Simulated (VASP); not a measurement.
# Si (P-1) in VASP: further runs

Runs on Si. Level: PBE. Tasks: single point.

All numbers are computed with VASP 6.6.1; they aren't measurements. Logs are shortened: lines on timing, memory, paths and dates and some standing lists are left out, and cuts for length are marked.

## Step 1: The cell of the first run

The typed cell holds 2 atoms: a = 3.552 Å, b = 3.554 Å, c = 3.513 Å, α = 100.84°, β = 95.77°, γ = 137.93°.

## Step 2: Single point, PBE (equal xy, yz and zx shear strains of -3 %)

File INCAR:

```
  PREC = Accurate
  ENCUT = 520
  EDIFF = 1E-6
  ISMEAR = -1
  SIGMA = 0.05
  LREAL = F
  LASPH = T
  NELM = 100
  ALGO = Normal
  ISIF = 2
  LWAVE = F
  LCHARG = F
  GGA = PE
  NBANDS = 11
```

File KPOINTS:

```
regular mesh
0
Gamma
  16 16 16
```

File POSCAR:

```
Si
1.0
   -2.3056525000      2.3831400000      1.2732375000
    2.2674025000     -2.4213900000      1.2767625000
    2.2345975000      2.3538600000     -1.3442925000
Si
2
Direct
    0.8070000000      0.5570000000      0.2500000000
    0.1930000000      0.4430000000      0.7500000000
```

Potentials or basis: VASP PAW PBE potentials, release 64 (Si).

On the command line:

```sh
$ cat potpaw_PBE.64/Si/POTCAR > POTCAR
$ mpirun -np 1 vasp_std > vasp.out
```

OUTCAR:

```text
PREC = Accurate
   ENCUT = 520
   EDIFF = 1E-6
   ISMEAR = -1
   LREAL = F
   LASPH = T
   NELM = 100
   ISIF = 2
   GGA = PE

 ion  position               nearest neighbor table
   1  0.807  0.557  0.250-   2 2.38   2 2.40   2 2.43   2 2.48   2 2.70   2 2.78
   2  0.193  0.443  0.750-   1 2.38   1 2.40   1 2.43   1 2.48   1 2.70   1 2.78

  LATTYP: Found a triclinic cell.
 ALAT       =     3.5519745835
 B/A-ratio  =     1.2677491717
 C/A-ratio  =     0.7180720542
 COS(alpha) =     0.0297616073
 COS(beta)  =     0.3580512859
 COS(gamma) =     0.6644099427

  Lattice vectors:

 A1 = (  -2.3056525000,   2.3831400000,   1.2732375000)
 A2 = (  -4.5020000000,   0.0675300000,   0.0675300000)
 A3 = (  -0.0382500000,  -0.0382500000,   2.5500000000)

Analysis of symmetry for initial positions (statically):
=====================================================================
 Subroutine PRICEL returns:
 Original cell was already a primitive cell.

 Routine SETGRP: Setting up the symmetry group for a
 triclinic supercell.

 Subroutine GETGRP returns: Found  2 space group operations
 (whereof  2 operations were pure point group operations)
 out of a pool of  2 trial point group operations.

The static configuration has the point symmetry S_2 .

Analysis of symmetry for dynamics (positions and initial velocities):
=====================================================================
 Subroutine PRICEL returns:
 Original cell was already a primitive cell.

 Routine SETGRP: Setting up the symmetry group for a
 triclinic supercell.

 Subroutine GETGRP returns: Found  2 space group operations
 (whereof  2 operations were pure point group operations)
 out of a pool of  2 trial point group operations.

The dynamic configuration has the point symmetry S_2 .

 Subroutine INISYM returns: Found  2 space group operations
 (whereof  2 operations are pure point group operations),
 and found     1 'primitive' translations

----------------------------------------------------------------------------------------

                                     Primitive cell

  volume of cell :      27.1721

  direct lattice vectors                    reciprocal lattice vectors
    -2.305652500  2.383140000  1.273237500     0.009190914  0.217175223  0.395552355
     2.267402500 -2.421390000  1.276762500     0.228199686  0.009358799  0.395720240
     2.234597500  2.353860000 -1.344292500     0.225441277  0.214584699  0.006600390

  length of vectors
     3.551974583  3.554485351  3.513005154     0.451343789  0.456899543  0.311310019

  position of ions in fractional coordinates (direct lattice)
     0.807000000  0.557000000  0.250000000
     0.193000000  0.443000000  0.750000000

  ion indices of the primitive-cell ions
   primitive index   ion index
                 1           1
                 2           2

----------------------------------------------------------------------------------------

 KPOINTS: regular mesh

Automatic generation of k-mesh.
 Grid dimensions read from file:
 generate k-points for:   16   16   16

 Generating k-lattice:

  Cartesian coordinates                     Fractional coordinates (reciprocal lattice)
     0.000574432  0.013573451  0.024722022     0.062500000  0.000000000  0.000000000
     0.014262480  0.000584925  0.024732515    -0.000000000  0.062500000  0.000000000
     0.014090080  0.013411544  0.000412524     0.000000000 -0.000000000  0.062500000

  Length of vectors
     0.028208987  0.028556221  0.019456876

  Shift w.r.t. Gamma in fractional coordinates (k-lattice)
     0.000000000  0.000000000  0.000000000

 Subroutine IBZKPT returns following result:
 ===========================================

 Found   2052 irreducible k-points:

 Following reciprocal coordinates:
            Coordinates               Weight
  0.000000  0.000000  0.000000      1.000000
  0.062500 -0.000000  0.000000      2.000000
  0.125000 -0.000000  0.000000      2.000000
  0.187500 -0.000000  0.000000      2.000000
  0.250000 -0.000000  0.000000      2.000000
  0.312500 -0.000000  0.000000      2.000000
[... 16 lines left out ...]
 -0.187500  0.062500  0.000000      2.000000
 -0.125000  0.062500  0.000000      2.000000
 [... further k-points ...]
   k-points           NKPTS =   2052   k-points in BZ     NKDIM =   2052   number of bands    NBANDS=     11
   number of dos      NEDOS =    301   number of ions     NIONS =      2
   total plane-waves  NPLWV =  21952
   dimension x,y,z NGX =    28 NGY =   28 NGZ =   28
   dimension x,y,z NGXF=    56 NGYF=   56 NGZF=   56
   ions per type =               2
   NGX,Y,Z   is equivalent  to a cutoff of  13.11, 13.10, 13.25 a.u.
   NGXF,Y,Z  is equivalent  to a cutoff of  26.21, 26.19, 26.50 a.u.
 SYSTEM =  unknown system
   PREC   = accura    normal or accurate (medium, high low for compatibility)
   ISTART =      0    job   : 0-new  1-cont  2-samecut
   ICHARG =      2    charge: 1-file 2-atom 10-const
   ISPIN  =      1    spin polarized calculation?
   LNONCOLLINEAR =      F non collinear calculations
   LSORBIT =      F    spin-orbit coupling
   LASPH  =      T    aspherical Exc in radial PAW
   ENCUT  =  520.0 eV  38.22 Ry    6.18 a.u.   6.60  6.61  6.53*2*pi/ulx,y,z
   NELM   =    100;   NELMIN=  2; NELMDL= -5     # of ELM steps
   EDIFF  = 0.1E-05   stopping-criterion for ELM
   LREAL  =      F    real-space projection
   EDIFFG = 0.1E-04   stopping-criterion for IOM
   NSW    =      0    number of steps for IOM
   IBRION =     -1    ionic relax: 0-MD 1-quasi-New 2-CG
   NFREE  =      0    steps in history (QN), initial steepest desc. (CG)
   ISIF   =      2    stress and relaxation
   ISYM   =      2    0-nonsym 1-usesym 2-fastsym
   POTIM  = 0.5000    time-step for ionic-motion
   TEBEG  =    0.0;   TEEND  =   0.0 temperature during run
   PSTRESS=    0.0 pullay stress
   NELECT =       8.0000    total number of electrons
   NUPDOWN=      -1.0000    fix difference up-down
   EMIN   =  10.00;   EMAX   =-10.00  energy-range for DOS
   EFERMI =   0.00;   METHOD = LEGACY
   ISMEAR =    -1;   SIGMA  =   0.05  broadening in eV -4-tet -1-fermi 0-gaus
   EFERMI_NEDOS =   21; number of points for ismear=-14 and -15
   IALGO  =     38    algorithm
   IMIX   =      4    mixing-type and parameters
     AMIX     =   0.40;   BMIX     =  1.00
     AMIX_MAG =   1.60;   BMIX_MAG =  1.00
  volume/ion in A,a.u.               =      13.59        91.68
  Fermi-wavevector in a.u.,A,eV,Ry     =   1.089090  2.058082 16.138109  1.186118
  Thomas-Fermi vector in A             =   2.225286
   LORBIT       =      0    0 simple, 1 ext, 2 COOP (PROOUT), +10 PAW based schemes
   GGA     = PE    functional components
   LHFCALC =     F    Hartree Fock is set to
   AEXX    =    0.0000 exact exchange contribution
   IVDW    =     0    specifies the selected vdW correction
   LEPSILON=     F    determine dielectric tensor
   LRPA    =     F    only Hartree local field effects (RPA)
 non-spin polarized calculation
  energy-cutoff  :      520.00
  volume of cell :       27.17
 maximum number of plane-waves:       748
   NGX = 13   NGY = 13   NGZ = 13

 number of electron       8.0000000 magnetization

 Free energy of the ion-electron system (eV)
  ---------------------------------------------------
  ext. energy  EPLUGINS =         0.00000000
  ---------------------------------------------------
  free energy    TOTEN  =       -10.08894820 eV

  energy without entropy =      -10.08309299  energy(sigma->0) =      -10.08602059

 E-fermi :  10.6886     XC(G=0): -11.3798

 val. band max:       10.6873893872   @ k =   0.5000  -0.0625   0.4375
 cond. band min:      10.6918104940   @ k =   0.0625   0.3125   0.1250
 fundamental gap:      0.0044211068
 Fermi energy:        10.6885752169

 k-point     1 :       0.0000    0.0000    0.0000
  band No.  band energies     occupation
      1      -4.1166      2.00000
      2       7.5424      2.00000
      3       8.4182      2.00000
      4       9.0007      2.00000
      5      11.8461      0.00000
      6      18.4830      0.00000
      7      19.8650      0.00000
      8      20.6788      0.00000
      9      21.1206      0.00000
     10      21.6393      0.00000
     11      22.5152      0.00000

 k-point     2 :       0.0625   -0.0000    0.0000
  band No.  band energies     occupation
      1      -4.0016      2.00000
      2       7.4454      2.00000
      3       8.0747      2.00000
      4       9.5535      2.00000
      5      12.1354      0.00000
      6      17.6450      0.00000
      7      19.3297      0.00000
      8      20.0209      0.00000
      9      20.6708      0.00000
     10      21.5675      0.00000
     11      22.6271      0.00000

 k-point     3 :       0.1250   -0.0000    0.0000
  band No.  band energies     occupation
      1      -3.6570      2.00000
      2       7.2443      2.00000
      3       7.7445      2.00000
      4      10.4664      1.97677
      5      12.9225      0.00000
      6      16.3017      0.00000
      7      17.2771      0.00000
      8      18.7504      0.00000
      9      19.5167      0.00000
     10      20.3747      0.00000
     11      22.6373      0.00000

 k-point     4 :       0.1875   -0.0000    0.0000
  band No.  band energies     occupation
      1      -3.0840      2.00000
      2       7.0966      2.00000
      3       7.5890      2.00000
      4      11.3487      0.00000
      5      13.9973      0.00000
      6      14.9157      0.00000
      7      15.2298      0.00000
      8      17.1829      0.00000
      9      18.0558      0.00000
     10      18.9466      0.00000
     11      23.4549      0.00000
[... 239 lines left out ...]
 k-point    22 :      -0.2500    0.0625    0.0000
  band No.  band energies     occupation
      1      -2.8892      2.00000
      2       5.8943      2.00000
      3       7.8268      2.00000
      4      11.9460      0.00000
      5      14.1600      0.00000
      6      14.7491      0.00000
      7      15.0911      0.00000
      8      16.6860      0.00000
      9      18.5559      0.00000
     10      19.6416      0.00000
     11      23.1360      0.00000

 k-point    23 :      -0.1875    0.0625    0.0000
  band No.  band energies     occupation
      1      -3.5095      2.00000
      2       6.0119      2.00000
      3       7.9904      2.00000
      4      11.3007      0.00001
      5      13.5307      0.00000
      6      15.3843      0.00000
      7      16.9936      0.00000
      8      18.1965      0.00000
      9      20.0833      0.00000
     10      20.8319      0.00000
     11      22.6005      0.00000

 k-point    24 :      -0.1250    0.0625    0.0000
  band No.  band energies     occupation
      1      -3.9021      2.00000
      2       6.3163      2.00000
      3       8.2483      2.00000
      4      10.3604      1.99718
      5      12.6185      0.00000
      6      16.6281      0.00000
      7      19.1909      0.00000
      8      19.7598      0.00000
      9      21.0293      0.00000
     10      21.6579      0.00000
     11      22.8771      0.00000

 [... further k-points ...]
[... 5 lines left out ...]
  --------------------------------------------------------------------------------------
  -------------------------------------------------------------------------------------
  Total        2.5083104      3.0149118      2.4727178      0.4380621      0.4261133      0.3459690
  in kB      147.9002754    177.7715718    145.8015916     25.8299407     25.1253909     20.3997493
  external PRESSURE =     157.1578129 kB  Pullay stress =       0.0000000 kB

 VOLUME and BASIS-vectors are now :
 -----------------------------------------------------------------------------
  energy-cutoff  :      520.00
  volume of cell :       27.17
      direct lattice vectors                 reciprocal lattice vectors
    -2.305652500  2.383140000  1.273237500     0.009190914  0.217175223  0.395552355
     2.267402500 -2.421390000  1.276762500     0.228199686  0.009358799  0.395720240
     2.234597500  2.353860000 -1.344292500     0.225441277  0.214584699  0.006600390

 POSITION                                       TOTAL-FORCE (eV/Angst)
 -----------------------------------------------------------------------------------
     -0.03907      1.16294      1.40259        -0.102053      0.045761     -0.003648
      2.23542      1.15267     -0.19688         0.102053     -0.045761      0.003648
 -----------------------------------------------------------------------------------
    total drift:                                0.000000     -0.000000     -0.000000

  FREE ENERGIE OF THE ION-ELECTRON SYSTEM (eV)
  ---------------------------------------------------
  free  energy   TOTEN  =       -10.0889482010 eV

  energy  without entropy=      -10.0830929885  energy(sigma->0) =      -10.08602059
```

Run time: 3 min. Hardware: 1 thread of Intel Xeon 6975P-C (Granite Rapids), shared host; peak memory 0.55 GiB.

What came out:

- Free energy: -10.0889 eV
- Pressure: 15.7 GPa
- Largest force: 0.112 eV/Å
- Band gap on the k mesh: zero (bands 4 and 5 overlap by 7.56 eV)

Forces in eV/Å, atoms in the order of the input:
```
Si  -0.102  0.046 -0.004
Si   0.102 -0.046  0.004
```

Stress tensor (GPa, compression positive):
```
14.79  2.58  2.04
 2.58 17.78  2.51
 2.04  2.51 14.58
```

Caveat: the cell differs from its parent crystal (equal xy, yz and zx shear strains of -3 %); the cell stands under pressure.

## Step 3: Single point, PBE (equal xy, yz and zx shear strains of +2 %)

File INCAR:

```
SYSTEM = Si
PREC = Accurate
ENCUT = 520
EDIFF = 1E-6
ISMEAR = -1
SIGMA = 0.05
LREAL = .False.
LASPH = .True.
NELM = 100
ALGO = Normal
ISIF = 2
LWAVE = .False.
LCHARG = .False.
GGA = PE
NBANDS = 11
```

File KPOINTS:

```
regular mesh
0
Gamma
  16 16 16
  0 0 0
```

File POSCAR:

```
Si
1.0
   -2.2145650000      2.3587400000      1.2761750000
    2.2400650000     -2.3332400000      1.2738250000
    2.2619350000      2.3782600000     -1.2288050000
Si
2
Direct
    0.8070000000      0.5570000000      0.2500000000
    0.1930000000      0.4430000000      0.7500000000
```

Potentials or basis: VASP PAW PBE potentials, release 64 (Si).

On the command line:

```sh
$ cat potpaw_PBE.64/Si/POTCAR > POTCAR
$ mpirun -np 1 vasp_std > vasp.out
```

Run time: 3.2 min. Hardware: 1 thread of Intel Xeon 6975P-C (Granite Rapids), shared host; peak memory 0.55 GiB.

Results (log left out):

* Free energy: -10.1003 eV
* Pressure: 15.7 GPa
* Largest force: 0.068 eV/Å
* Band gap on the k mesh: zero (bands 4 and 5 overlap by 7.50 eV)

Forces in eV/Å, atoms in the order of the input:
```
Si   0.064 -0.025 -0.004
Si  -0.064  0.025  0.004
```

Stress tensor (GPa, compression positive):
```
14.56 -1.42 -0.73
-1.42 17.74 -1.38
-0.73 -1.38 14.71
```

Levels at points of the mesh, in eV from the Fermi level:
```tsv
k point	band 1	band 2	band 3	band 4	band 5	band 6	band 7	band 8
(0.00, 0.00, 0.00)	-14.81	-3.06	-2.39	-1.67	1.11	7.77	9.15	10.01
(0.50, 0.00, 0.00)	-8.07	-7.73	-1.71	-1.23	-1.17	0.15	5.21	5.49
(0.00, 0.50, 0.00)	-8.04	-7.38	-2.77	-2.06	-1.21	1.15	5.59	6.47
(0.50, 0.50, 0.00)	-11.40	-11.39	-0.03	-0.01	2.74	2.78	8.43	8.75
(0.00, 0.00, 0.50)	-11.53	-11.52	0.31	0.32	3.12	3.15	8.74	8.82
(0.50, 0.00, 0.50)	-7.71	-7.25	-3.02	-2.18	-1.65	1.06	4.85	6.02
(0.00, 0.50, 0.50)	-7.81	-7.54	-2.06	-1.51	-1.29	0.03	4.56	4.94
(0.50, 0.50, 0.50)	-9.21	-8.17	-7.69	-7.40	5.78	6.53	14.21	14.70
```

Caveat: the cell differs from its parent crystal (equal xy, yz and zx shear strains of +2 %); the cell stands under pressure.
